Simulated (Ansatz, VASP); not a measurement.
# ZrB2: VASP beside Ansatz

File INCAR:

```
SYSTEM = ZrB2
ALGO     = Normal         ! electronic algorithm
EDIFF    = 1E-6           ! SCF threshold, eV
ENCUT    = 520            ! plane-wave cutoff, eV
GGA      = PE             ! functional
ISIF     = 2              ! what is computed and relaxed
ISMEAR   = -1             ! smearing method
LASPH    = .True.         ! aspherical terms in the spheres
LCHARG   = .False.        ! write CHGCAR
LREAL    = .False.        ! projectors in reciprocal space
LWAVE    = .False.        ! write WAVECAR
NBANDS   = 16             ! bands
NELM     = 80             ! most SCF steps
PREC     = Accurate       ! precision mode
SIGMA    = 0.05           ! smearing width, eV
```

Contents of KPOINTS:

```
k-points
0
Gamma
  10 10 8
  0 0 0
```

POSCAR

```
ZrB2
1.0
    3.1271569103      0.0000000000      0.0000000000
   -1.5635784551      2.7081973259      0.0000000000
    0.0000000000      0.0000000000      3.4852509034
Zr B
1 2
Direct
    0.0000000000      0.0000000000      0.0000000000
    0.6666666667      0.3333333333      0.5000000000
    0.3333333333      0.6666666667      0.5000000000
```

File input.yaml:

```yaml
crystal:
  lattice:
    - [3.1271569103, 0.0, 0.0]
    - [-1.5635784551, 2.7081973259, 0.0]
    - [0.0, 0.0, 3.4852509034]
  atoms:
    - { symbol: Zr, position: [0.0, 0.0, 0.0] }
    - { symbol: B, position: [0.6666666667, 0.3333333333, 0.5] }
    - { symbol: B, position: [0.3333333333, 0.6666666667, 0.5] }
kpoints:
  mp_grid: { grid: [10, 10, 8] }
scf:
  occupations: { method: fermi_dirac, width: 0.05 }
hamiltonian:
  xc: pbe
  pseudopotentials: { kind: all_electron, lapw: { basis_error: 0.001 } }
output:
  forces: true
  stress: true
  eigenvalues: true
```

Change from the starting cell: volume scaled by 0.96.

Alike in both runs: task single point; functional PBE; k mesh 10 × 10 × 8; occupations fermi-dirac, width 0.05 eV; no spin polarisation.

|  | VASP | Ansatz |
| --- | --- | --- |
| version | VASP 6.6.1 | Ansatz 0.2.0 |
| potentials or method | VASP PAW PBE potentials, release 64 (Zr_sv, B), cutoff 520 eV | all-electron LAPW, scalar-relativistic |

|  | VASP | Ansatz | Ansatz less VASP |
| --- | --- | --- | --- |
| gap on the k mesh at the Fermi level (eV) | none | none | - |
| pressure (GPa) | 11.7 | 11.5 | -0.14 |
| traceless stress, the component that is largest in VASP (GPa) | 0.26 | 0.26 | -0.003 |

A gap of «none» marks a metal or a gap that the smearing closes. Ansatz ran all-electron here, and VASP with PAW potentials.
